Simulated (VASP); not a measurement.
# Sc (Im-3m) in VASP: single point with r2SCAN

Aim: the single point of Sc with r2SCAN.

Program: VASP 6.6.1. These are calculated values, not measurements. Logs are shortened: lines on timing, memory, paths and dates and some standing lists are left out, and cuts for length are marked.

## Step 1: The cell of the first run

The structure is cubic, space group Im-3m (No. 229). Conventional cell: a = 3.296 Å, b = 3.296 Å, c = 3.296 Å, α = 90.00°, β = 90.00°, γ = 90.00°. Within 3.8 Å of Sc (site symmetry m-3m) lie 14 Sc at 2.85 to 3.30 Å.

## Step 2: Single point, r2SCAN

Contents of POSCAR:

```
Sc
1.0
   -1.6480790000      1.6480790000      1.6480790000
    1.6480790000     -1.6480790000      1.6480790000
    1.6480790000      1.6480790000     -1.6480790000
Sc
1
Direct
    0.0000000000      0.0000000000      0.0000000000
```

Contents of INCAR.step1:

```
SYSTEM = Sc
ALGO = Normal
EDIFF = 1E-4
ENCUT = 520
GGA = PE
ISMEAR = -1
LASPH = .True.
LCHARG = .False.
LREAL = .False.
LWAVE = .True.
NBANDS = 12
NELM = 60
PREC = Accurate
SIGMA = 0.1
```

Contents of INCAR.step2:

```
SYSTEM = Sc
ALGO = Normal
EDIFF = 1E-6
ENCUT = 520
ISIF = 2
ISMEAR = -1
ISTART = 1
LASPH = .True.
LCHARG = .False.
LMIXTAU = .True.
LREAL = .False.
LWAVE = .False.
METAGGA = R2SCAN
NBANDS = 12
NELM = 60
PREC = Accurate
SIGMA = 0.1
```

Contents of KPOINTS:

```
k-points
0
Gamma
  14 14 14
  0 0 0
```

Potentials or basis: VASP PAW PBE potentials, release 64 (Sc_sv).

Run with:

```sh
cat potpaw_PBE.64/Sc_sv/POTCAR > POTCAR
cp INCAR.step1 INCAR
mpirun -np 1 vasp_std > vasp.out
cp INCAR.step2 INCAR
mpirun -np 1 vasp_std > vasp.out
```

OUTCAR:

```text
SYSTEM = Sc
   EDIFF = 1E-6
   ENCUT = 520
   ISIF = 2
   ISMEAR = -1
   ISTART = 1
   LASPH = .True.
   LREAL = .False.
   METAGGA = R2SCAN
   NELM = 60
   PREC = Accurate

 ion  position               nearest neighbor table
   1  0.000  0.000  0.000-

  LATTYP: Found a body centered cubic cell.
 ALAT       =     3.2961580000

  Lattice vectors:

 A1 = (  -1.6480790000,   1.6480790000,   1.6480790000)
 A2 = (   1.6480790000,  -1.6480790000,   1.6480790000)
 A3 = (   1.6480790000,   1.6480790000,  -1.6480790000)

Analysis of symmetry for initial positions (statically):
=====================================================================
 Subroutine PRICEL returns:
 Original cell was already a primitive cell.

 Routine SETGRP: Setting up the symmetry group for a
 body centered cubic supercell.

 Subroutine GETGRP returns: Found 48 space group operations
 (whereof 48 operations were pure point group operations)
 out of a pool of 48 trial point group operations.

The static configuration has the point symmetry O_h .

Analysis of symmetry for dynamics (positions and initial velocities):
=====================================================================
 Subroutine PRICEL returns:
 Original cell was already a primitive cell.

 Routine SETGRP: Setting up the symmetry group for a
 body centered cubic supercell.

 Subroutine GETGRP returns: Found 48 space group operations
 (whereof 48 operations were pure point group operations)
 out of a pool of 48 trial point group operations.

The dynamic configuration has the point symmetry O_h .

 Subroutine INISYM returns: Found 48 space group operations
 (whereof 48 operations are pure point group operations),
 and found     1 'primitive' translations

----------------------------------------------------------------------------------------

                                     Primitive cell

  volume of cell :      17.9058

  direct lattice vectors                    reciprocal lattice vectors
    -1.648079000  1.648079000  1.648079000     0.000000000  0.303383515  0.303383515
     1.648079000 -1.648079000  1.648079000     0.303383515  0.000000000  0.303383515
     1.648079000  1.648079000 -1.648079000     0.303383515  0.303383515  0.000000000

  length of vectors
     2.854556563  2.854556563  2.854556563     0.429049081  0.429049081  0.429049081

  position of ions in fractional coordinates (direct lattice)
     0.000000000  0.000000000  0.000000000

  ion indices of the primitive-cell ions
   primitive index   ion index
                 1           1
[... 80 lines left out ...]
   POTIM  = 0.5000    time-step for ionic-motion
   TEBEG  =    0.0;   TEEND  =   0.0 temperature during run
   PSTRESS=    0.0 pullay stress
   NELECT =      11.0000    total number of electrons
   NUPDOWN=      -1.0000    fix difference up-down
   EMIN   =  10.00;   EMAX   =-10.00  energy-range for DOS
   EFERMI =   0.00;   METHOD = LEGACY
   ISMEAR =    -1;   SIGMA  =   0.10  broadening in eV -4-tet -1-fermi 0-gaus
   EFERMI_NEDOS =   21; number of points for ismear=-14 and -15
   IALGO  =     38    algorithm
   IMIX   =      4    mixing-type and parameters
     AMIX     =   0.40;   BMIX     =  1.00
     AMIX_MAG =   1.60;   BMIX_MAG =  1.00
  volume/ion in A,a.u.               =      17.91       120.83
  Fermi-wavevector in a.u.,A,eV,Ry     =   1.391685  2.629904 26.351600  1.936788
  Thomas-Fermi vector in A             =   2.515501
   LORBIT       =      0    0 simple, 1 ext, 2 COOP (PROOUT), +10 PAW based schemes
   METAGGA = R2SCAN    functional components
   LHFCALC =     F    Hartree Fock is set to
   AEXX    =    0.0000 exact exchange contribution
   IVDW    =     0    specifies the selected vdW correction
   LEPSILON=     F    determine dielectric tensor
   LRPA    =     F    only Hartree local field effects (RPA)
 non-spin polarized calculation
  energy-cutoff  :      520.00
  volume of cell :       17.91
 maximum number of plane-waves:       496
 NGX is ok and might be reduce to    24
   NGX = 11   NGY = 11   NGZ = 11

 number of electron      11.0000002 magnetization

 Free energy of the ion-electron system (eV)
  ---------------------------------------------------
  ext. energy  EPLUGINS =         0.00000000
  ---------------------------------------------------
  free energy    TOTEN  =       -10.74716776 eV

  energy without entropy =      -10.69180452  energy(sigma->0) =      -10.71948614

 E-fermi :   6.0489     XC(G=0): -12.0781

 val. band max:        6.0455402190   @ k =   0.2143   0.1429   0.1429
 cond. band min:       6.0623609049   @ k =   0.3571   0.1429   0.0714
 fundamental gap:      0.0168206860
 Fermi energy:         6.0488911831

 k-point     1 :       0.0000    0.0000    0.0000
  band No.  band energies     occupation
      1     -44.9131      2.00000
      2     -22.0030      2.00000
      3     -22.0030      2.00000
      4     -22.0029      2.00000
      5      -0.0247      2.00000
      6       8.1675      0.00000
      7       8.1675      0.00000
      8       8.1675      0.00000
      9      10.1138      0.00000
     10      10.1138      0.00000
     11      22.9419      0.00000
     12      22.9419      0.00000
[... 331 lines left out ...]
 k-point    24 :       0.3571    0.2857    0.0000
  band No.  band energies     occupation
      1     -44.6427      2.00000
      2     -22.8612      2.00000
      3     -22.6831      2.00000
      4     -22.1389      2.00000
      5       5.2502      1.99932
      6       5.9018      1.62625
      7       5.9861      1.30398
      8      10.3798      0.00000
      9      10.6926      0.00000
     10      14.8937      0.00000
     11      16.2456      0.00000
     12      16.9901      0.00000

 [... further k-points ...]

------------------------ aborting loop because EDIFF is reached ----------------------------------------

  FORCE on cell =-STRESS in cart. coord.  units (eV):
  Direction    XX          YY          ZZ          XY          YZ          ZX
  --------------------------------------------------------------------------------------
  -------------------------------------------------------------------------------------
  Total        3.4509587      3.4509587      3.4509587      0.0000000      0.0000000      0.0000000
  in kB      308.7850538    308.7850538    308.7850538      0.0000000      0.0000000      0.0000000
  external PRESSURE =     308.7850538 kB  Pullay stress =       0.0000000 kB

 VOLUME and BASIS-vectors are now :
 -----------------------------------------------------------------------------
  energy-cutoff  :      520.00
  volume of cell :       17.91
      direct lattice vectors                 reciprocal lattice vectors
    -1.648079000  1.648079000  1.648079000     0.000000000  0.303383515  0.303383515
     1.648079000 -1.648079000  1.648079000     0.303383515  0.000000000  0.303383515
     1.648079000  1.648079000 -1.648079000     0.303383515  0.303383515  0.000000000

 POSITION                                       TOTAL-FORCE (eV/Angst)
 -----------------------------------------------------------------------------------
      0.00000      0.00000      0.00000         0.000000     -0.000000      0.000000
 -----------------------------------------------------------------------------------
    total drift:                                0.000000      0.000000      0.000000

  FREE ENERGIE OF THE ION-ELECTRON SYSTEM (eV)
  ---------------------------------------------------
  free  energy   TOTEN  =       -10.7471677554 eV

  energy  without entropy=      -10.6918045216  energy(sigma->0) =      -10.71948614
```

Wall time 51 s (1 thread of Intel Xeon Platinum 8259CL at 2.50GHz (Skylake/Cascade Lake), shared host); peak memory 0.16 GiB.

Results:

```yaml
Free_energy: -10.7472 eV
Pressure: 30.9 GPa
```

Caveat: the PAW data sets were made with another functional, which shifts forces and pressure a little.
